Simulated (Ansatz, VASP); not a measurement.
Two plane-wave programs on Mo3H

```
CELL_PARAMETERS angstrom
3.79643 0.00000 0.00000
0.00000 3.79643 0.00000
0.00000 0.00000 3.79643
ATOMIC_POSITIONS crystal
H 0.00000 0.00000 0.00000
Mo 0.00000 0.50000 0.50000
Mo 0.50000 0.00000 0.50000
Mo 0.50000 0.50000 0.00000
```

Change from the starting cell: species swapped into the TbGa3 type (Pm-3m, No. 221).

Alike in both runs: functional PBE; k mesh 5 × 5 × 5; occupations gaussian, width 0.2 eV; no spin polarisation.

Ansatz relaxed the structure, and its values are those at the end. VASP's run is a single point on that final structure, the one shown.

```csv
,VASP,Ansatz
version,VASP 6.6.1,Ansatz 0.2.0
potentials or method,"VASP PAW PBE potentials, release 64 (H, Mo_sv), cutoff 520 eV","scalar-relativistic, plane waves, PAW"
valence electrons in the cell,43,43
```

VASP gave:

- gap on the k mesh at the Fermi level (eV): none
- pressure (GPa): 0.4

Question: Estimate Ansatz's values.

Answer: gap on the k mesh at the Fermi level (eV): none; pressure (GPa): -0.1.

A gap of «none» marks a metal or a gap that the smearing closes. With one functional, cell and mesh, what is left measures potentials, basis and numerics.
